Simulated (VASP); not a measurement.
# Mg3Te2 (P-3m1) in VASP: notebook

Runs on Mg3Te2. Level: PBE. Tasks: single point.

All numbers are computed with VASP 6.6.1; they aren't measurements. Logs are shortened: lines on timing, memory, paths and dates and some standing lists are left out, and cuts for length are marked.

### Step 1. The cell of the first run

The structure is trigonal, space group P-3m1 (No. 164). The conventional cell has a = 4.454 Å, b = 4.454 Å, c = 6.930 Å, α = 90.00°, β = 90.00°, γ = 120.00°. Within 4.1 Å of Mg (site symmetry -3m) lie 6 Te at 3.08 Å and 6 Mg at 3.56 Å. Within 3.6 Å of Mg (site symmetry 3m) lie 4 Te at 2.68 to 2.77 Å and 6 Mg at 3.26 to 3.56 Å. Within 3.5 Å of Te (site symmetry 3m) lie 7 Mg at 2.68 to 3.08 Å.

### Step 2. Single point, PBE

File INCAR:

```
SYSTEM = Mg3Te2
  ALGO = Normal
  EDIFF = 1E-6
  ENCUT = 520
  GGA = PE
  ISIF = 2
  ISMEAR = 0
  LASPH = .True.
  LCHARG = .False.
  LREAL = .False.
  LWAVE = .False.
  NBANDS = 17
  NELM = 60
  PREC = Accurate
  SIGMA = 0.1
```

File KPOINTS:

```
k-points
0
Gamma
  6 6 4
  0 0 0
```

File POSCAR:

```
Mg3Te2
1.0
    4.4538975311      0.0000000000      0.0000000000
   -2.2269487655      3.8571884077      0.0000000000
    0.0000000000      0.0000000000      6.9295410826
Mg Te
3 2
Direct
    0.0000000000      0.0000000000      0.0000000000
    0.3333333333      0.6666666667      0.6450000000
    0.6666666667      0.3333333333      0.3550000000
    0.3333333333      0.6666666667      0.2450000000
    0.6666666667      0.3333333333      0.7550000000
```

Potentials or basis: VASP PAW PBE potentials, release 64 (Mg, Te).

Started as:

```sh
$ cat potpaw_PBE.64/Mg/POTCAR potpaw_PBE.64/Te/POTCAR > POTCAR
$ mpirun -np 1 vasp_std > vasp.out
```

OUTCAR:

```text
SYSTEM = Mg3Te2
   EDIFF = 1E-6
   ENCUT = 520
   GGA = PE
   ISIF = 2
   ISMEAR = 0
   LASPH = .True.
   LREAL = .False.
   NELM = 60
   PREC = Accurate

 ion  position               nearest neighbor table
   1  0.000  0.000  0.000-   4 3.08   5 3.08   4 3.08   5 3.08   5 3.08   4 3.08   2 3.56   3 3.56
                             2 3.56   3 3.56   2 3.56   3 3.56
   2  0.333  0.667  0.645-   5 2.68   5 2.68   5 2.68   4 2.77   3 3.26   3 3.26   3 3.26   1 3.56
                             1 3.56   1 3.56
   3  0.667  0.333  0.355-   4 2.68   4 2.68   4 2.68   5 2.77   2 3.26   2 3.26   2 3.26   1 3.56
                             1 3.56   1 3.56
   4  0.333  0.667  0.245-   3 2.68   3 2.68   3 2.68   2 2.77   1 3.08   1 3.08   1 3.08
   5  0.667  0.333  0.755-   2 2.68   2 2.68   2 2.68   3 2.77   1 3.08   1 3.08   1 3.08

  LATTYP: Found a hexagonal cell.
 ALAT       =     4.4538975311
 C/A-ratio  =     1.5558375634

  Lattice vectors:

 A1 = (   4.4538975311,   0.0000000000,   0.0000000000)
 A2 = (  -2.2269487655,   3.8571884077,   0.0000000000)
 A3 = (   0.0000000000,   0.0000000000,   6.9295410826)

Analysis of symmetry for initial positions (statically):
=====================================================================
 Subroutine PRICEL returns:
 Original cell was already a primitive cell.

 Routine SETGRP: Setting up the symmetry group for a
 hexagonal supercell.

 Subroutine GETGRP returns: Found 12 space group operations
 (whereof 12 operations were pure point group operations)
 out of a pool of 24 trial point group operations.

The static configuration has the point symmetry D_3d.

Analysis of symmetry for dynamics (positions and initial velocities):
=====================================================================
 Subroutine PRICEL returns:
 Original cell was already a primitive cell.

 Routine SETGRP: Setting up the symmetry group for a
 hexagonal supercell.

 Subroutine GETGRP returns: Found 12 space group operations
 (whereof 12 operations were pure point group operations)
 out of a pool of 24 trial point group operations.

The dynamic configuration has the point symmetry D_3d.

 Subroutine INISYM returns: Found 12 space group operations
 (whereof 12 operations are pure point group operations),
 and found     1 'primitive' translations

----------------------------------------------------------------------------------------

                                     Primitive cell

  volume of cell :     119.0462

  direct lattice vectors                    reciprocal lattice vectors
     4.453897531  0.000000000  0.000000000     0.224522453  0.129628099  0.000000000
    -2.226948765  3.857188408  0.000000000     0.000000000  0.259256198  0.000000000
     0.000000000  0.000000000  6.929541083     0.000000000  0.000000000  0.144309701

  length of vectors
     4.453897531  4.453897531  6.929541083     0.259256198  0.259256198  0.144309701

  position of ions in fractional coordinates (direct lattice)
     0.000000000  0.000000000  0.000000000
     0.333333333  0.666666667  0.645000000
     0.666666667  0.333333333  0.355000000
     0.333333333  0.666666667  0.245000000
     0.666666667  0.333333333  0.755000000

  ion indices of the primitive-cell ions
   primitive index   ion index
                 1           1
                 2           2
                 3           3
                 4           4
                 5           5

----------------------------------------------------------------------------------------

 KPOINTS: k-points

Automatic generation of k-mesh.
 Grid dimensions read from file:
 generate k-points for:    6    6    4

 Generating k-lattice:

  Cartesian coordinates                     Fractional coordinates (reciprocal lattice)
     0.037420409  0.021604683  0.000000000     0.166666667  0.000000000  0.000000000
     0.000000000  0.043209366  0.000000000     0.000000000  0.166666667  0.000000000
     0.000000000  0.000000000  0.036077425     0.000000000  0.000000000  0.250000000

  Length of vectors
     0.043209366  0.043209366  0.036077425

  Shift w.r.t. Gamma in fractional coordinates (k-lattice)
     0.000000000  0.000000000  0.000000000

 Subroutine IBZKPT returns following result:
 ===========================================

 Found     24 irreducible k-points:

 Following reciprocal coordinates:
            Coordinates               Weight
  0.000000  0.000000  0.000000      1.000000
  0.166667  0.000000  0.000000      6.000000
  0.333333  0.000000  0.000000      6.000000
  0.500000  0.000000  0.000000      3.000000
  0.166667  0.166667  0.000000      6.000000
  0.333333  0.166667  0.000000     12.000000
[... 16 lines left out ...]
  0.333333  0.166667  0.500000     12.000000
  0.333333  0.333333  0.500000      2.000000
   k-points           NKPTS =     24   k-points in BZ     NKDIM =     24   number of bands    NBANDS=     17
   number of dos      NEDOS =    301   number of ions     NIONS =      5
   total plane-waves  NPLWV =  69984
   dimension x,y,z NGX =    36 NGY =   36 NGZ =   54
   dimension x,y,z NGXF=    72 NGYF=   72 NGZF=  108
   ions per type =               3   2
   NGX,Y,Z   is equivalent  to a cutoff of  13.44, 13.44, 12.96 a.u.
   NGXF,Y,Z  is equivalent  to a cutoff of  26.87, 26.87, 25.91 a.u.
 SYSTEM =  Mg3Te2
   PREC   = accura    normal or accurate (medium, high low for compatibility)
   ISTART =      0    job   : 0-new  1-cont  2-samecut
   ICHARG =      2    charge: 1-file 2-atom 10-const
   ISPIN  =      1    spin polarized calculation?
   LNONCOLLINEAR =      F non collinear calculations
   LSORBIT =      F    spin-orbit coupling
   LASPH  =      T    aspherical Exc in radial PAW
   ENCUT  =  520.0 eV  38.22 Ry    6.18 a.u.   8.28  8.28 12.88*2*pi/ulx,y,z
   NELM   =     60;   NELMIN=  2; NELMDL= -5     # of ELM steps
   EDIFF  = 0.1E-05   stopping-criterion for ELM
   LREAL  =      F    real-space projection
   EDIFFG = 0.1E-04   stopping-criterion for IOM
   NSW    =      0    number of steps for IOM
   IBRION =     -1    ionic relax: 0-MD 1-quasi-New 2-CG
   NFREE  =      0    steps in history (QN), initial steepest desc. (CG)
   ISIF   =      2    stress and relaxation
   ISYM   =      2    0-nonsym 1-usesym 2-fastsym
   POTIM  = 0.5000    time-step for ionic-motion
   TEBEG  =    0.0;   TEEND  =   0.0 temperature during run
   PSTRESS=    0.0 pullay stress
   NELECT =      18.0000    total number of electrons
   NUPDOWN=      -1.0000    fix difference up-down
   EMIN   =  10.00;   EMAX   =-10.00  energy-range for DOS
   EFERMI =   0.00;   METHOD = LEGACY
   ISMEAR =     0;   SIGMA  =   0.10  broadening in eV -4-tet -1-fermi 0-gaus
   EFERMI_NEDOS =   21; number of points for ismear=-14 and -15
   IALGO  =     38    algorithm
   IMIX   =      4    mixing-type and parameters
     AMIX     =   0.40;   BMIX     =  1.00
     AMIX_MAG =   1.60;   BMIX_MAG =  1.00
  volume/ion in A,a.u.               =      23.81       160.67
  Fermi-wavevector in a.u.,A,eV,Ry     =   0.872155  1.648135 10.349337  0.760655
  Thomas-Fermi vector in A             =   1.991365
   LORBIT       =      0    0 simple, 1 ext, 2 COOP (PROOUT), +10 PAW based schemes
   GGA     = PE    functional components
   LHFCALC =     F    Hartree Fock is set to
   AEXX    =    0.0000 exact exchange contribution
   IVDW    =     0    specifies the selected vdW correction
   LEPSILON=     F    determine dielectric tensor
   LRPA    =     F    only Hartree local field effects (RPA)
 non-spin polarized calculation
 Gauss-broadening in eV      SIGMA  =   0.10
  energy-cutoff  :      520.00
  volume of cell :      119.05
 maximum number of plane-waves:      3223
 NGX is ok and might be reduce to    36
   NGX = 17   NGY = 17   NGZ = 25

 number of electron      17.9999998 magnetization

 Free energy of the ion-electron system (eV)
  ---------------------------------------------------
  ext. energy  EPLUGINS =         0.00000000
  ---------------------------------------------------
  free energy    TOTEN  =       -11.73732453 eV

  energy without entropy =      -11.72119984  energy(sigma->0) =      -11.72926219

 E-fermi :   6.7193     XC(G=0):  -9.2064

 val. band max:        6.7117309581   @ k =   0.1667   0.0000   0.5000
 cond. band min:       6.7574004893   @ k =   0.1667   0.0000   0.2500
 fundamental gap:      0.0456695312
 Fermi energy:         6.7192555815

 k-point     1 :       0.0000    0.0000    0.0000
  band No.  band energies     occupation
      1      -7.2325      2.00000
      2      -6.2547      2.00000
      3      -0.4424      2.00000
      4       2.7109      2.00000
      5       2.7109      2.00000
      6       3.3658      2.00000
[... 9 lines left out ...]
     16      10.2138      0.00000
     17      10.2138      0.00000

 k-point     2 :       0.1667    0.0000    0.0000
  band No.  band energies     occupation
      1      -7.0765      2.00000
      2      -6.1800      2.00000
      3      -0.2110      2.00000
      4       1.6206      2.00000
      5       2.2769      2.00000
      6       2.3859      2.00000
[... 9 lines left out ...]
     16      10.0267      0.00000
     17      10.2808      0.00000

 k-point     3 :       0.3333    0.0000    0.0000
  band No.  band energies     occupation
      1      -6.6875      2.00000
      2      -6.0594      2.00000
      3       0.2048      2.00000
      4       0.4685      2.00000
      5       0.9826      2.00000
      6       1.9308      2.00000
[... 392 lines left out ...]
 k-point    23 :       0.3333    0.1667    0.5000
  band No.  band energies     occupation
      1      -6.2568      2.00000
      2      -6.2034      2.00000
      3      -0.2195      2.00000
      4      -0.0980      2.00000
      5       1.4290      2.00000
      6       1.4618      2.00000
[... 9 lines left out ...]
     16      10.8228      0.00000
     17      12.7711      0.00000

 k-point    24 :       0.3333    0.3333    0.5000
  band No.  band energies     occupation
      1      -6.1457      2.00000
      2      -6.1457      2.00000
      3      -0.0046      2.00000
      4      -0.0046      2.00000
      5       0.5928      2.00000
      6       0.7798      2.00000
[... 9 lines left out ...]
     16      10.6840      0.00000
     17      10.9975      0.00000

------------------------ aborting loop because EDIFF is reached ----------------------------------------

  FORCE on cell =-STRESS in cart. coord.  units (eV):
  Direction    XX          YY          ZZ          XY          YZ          ZX
  --------------------------------------------------------------------------------------
  -------------------------------------------------------------------------------------
  Total        8.9974311      8.9974311      6.8153795      0.0000000      0.0000000     -0.0000000
  in kB      121.0914729    121.0914729     91.7244416      0.0000000      0.0000000     -0.0000000
  external PRESSURE =     111.3024625 kB  Pullay stress =       0.0000000 kB

 VOLUME and BASIS-vectors are now :
 -----------------------------------------------------------------------------
  energy-cutoff  :      520.00
  volume of cell :      119.05
      direct lattice vectors                 reciprocal lattice vectors
     4.453897531  0.000000000  0.000000000     0.224522453  0.129628099  0.000000000
    -2.226948765  3.857188408  0.000000000     0.000000000  0.259256198  0.000000000
     0.000000000  0.000000000  6.929541083     0.000000000  0.000000000  0.144309701

 POSITION                                       TOTAL-FORCE (eV/Angst)
 -----------------------------------------------------------------------------------
      0.00000      0.00000      0.00000         0.000000      0.000000      0.000000
     -0.00000      2.57146      4.46955         0.000000     -0.000000     -0.141536
      2.22695      1.28573      2.45999        -0.000000      0.000000      0.141536
     -0.00000      2.57146      1.69774         0.000000      0.000000     -1.049787
      2.22695      1.28573      5.23180        -0.000000     -0.000000      1.049787
 -----------------------------------------------------------------------------------
    total drift:                               -0.000000     -0.000000     -0.000000

  FREE ENERGIE OF THE ION-ELECTRON SYSTEM (eV)
  ---------------------------------------------------
  free  energy   TOTEN  =       -11.7373245346 eV

  energy  without entropy=      -11.7211998447  energy(sigma->0) =      -11.72926219
```

It took 69 s on 1 thread of Intel Xeon 8259CL, shared host; peak memory 0.26 GiB.

What came out:

```
Free energy            : -11.7373 eV
Pressure               : 11.1 GPa
Largest force          : 1.050 eV/Å
Band gap on the k mesh : zero (bands 9 and 10 overlap by 0.94 eV)
```

Forces in eV/Å, atoms in the order of the input:
```
Mg   0.000  0.000  0.000
Mg   0.000  0.000 -0.142
Mg   0.000  0.000  0.142
Te   0.000  0.000 -1.050
Te   0.000  0.000  1.050
```

Stress tensor (GPa, compression positive):
```
12.11  0.00  0.00
 0.00 12.11  0.00
 0.00  0.00  9.17
```

Caveat: the cell stands under pressure; spin-orbit coupling is left out, which moves the levels of the heavy elements; forces of over 1 eV/Å act on the atoms, so gaps and moduli don't describe the material at rest.

### Step 3. Single point, PBE

This run uses another cell than the first one, of 28.21 Å³/atom.

File INCAR:

```
SYSTEM = Mg3Te2
ALGO = Normal
EDIFF = 1E-6
ENCUT = 520
GGA = PE
ISIF = 2
ISMEAR = 0
LASPH = .True.
LCHARG = .True.
LELF = .True.
LREAL = .False.
LVHAR = .True.
LWAVE = .False.
NBANDS = 17
NELM = 60
PREC = Accurate
SIGMA = 0.1
```

KPOINTS is that of step 2.

File POSCAR:

```
Mg3Te2
1.0
    5.1514512320      0.0000000000      0.0000000000
   -2.5757256160      4.4612876333      0.0000000000
    0.0000000000      0.0000000000      6.1372423027
Mg Te
3 2
Direct
    0.0000000000      0.0000000000      0.0000000000
    0.3333333333      0.6666666667      0.7236871905
    0.6666666667      0.3333333333      0.2763128095
    0.3333333333      0.6666666667      0.2374456468
    0.6666666667      0.3333333333      0.7625543532
```

Potentials or basis: VASP PAW PBE potentials, release 64 (Mg, Te).

Started as:

```sh
$ cat potpaw_PBE.64/Mg/POTCAR potpaw_PBE.64/Te/POTCAR > POTCAR
$ mpirun -np 1 vasp_std > vasp.out
```

Wall time 93 s (1 thread of Intel Xeon 8259CL, shared host); peak memory 0.28 GiB.

It converged, with:

- Free energy: -12.8359 eV
- Pressure: 0.0 GPa
- Band gap on the k mesh: zero (bands 9 and 10 overlap by 2.32 eV)

Forces on the atoms (eV/Å):
```
Mg   0.000  0.000  0.000
Mg   0.000  0.000  0.001
Mg   0.000  0.000 -0.001
Te   0.000  0.000 -0.003
Te   0.000  0.000  0.003
```

Stress tensor (GPa, compression positive):
```
 0.04  0.00  0.00
 0.00  0.04  0.00
 0.00  0.00 -0.06
```

Levels at points of the mesh, in eV from the Fermi level:
| k point | band 5 | band 6 | band 7 | band 8 | band 9 | band 10 | band 11 | band 12 | band 13 | band 14 |
| --- | --- | --- | --- | --- | --- | --- | --- | --- | --- | --- |
| (0.00, 0.00, 0.00) | -3.64 | -2.61 | -2.61 | -1.84 | -1.40 | -1.31 | 1.16 | 1.16 | 2.56 | 3.01 |
| (0.50, 0.00, 0.00) | -4.37 | -4.08 | -3.23 | -2.48 | -1.30 | 0.76 | 1.97 | 2.37 | 3.30 | 3.43 |
| (0.00, 0.00, 0.50) | -3.21 | -3.21 | -3.05 | -3.05 | 0.06 | 0.18 | 0.79 | 0.79 | 1.86 | 1.86 |
| (0.50, 0.00, 0.50) | -3.85 | -3.37 | -2.94 | -2.56 | -0.21 | 0.85 | 2.31 | 2.35 | 3.80 | 4.13 |

Caveat: spin-orbit coupling is left out, which moves the levels of the heavy elements.

The gap in the log of VASP goes by the Fermi energy; the results here count the filled bands.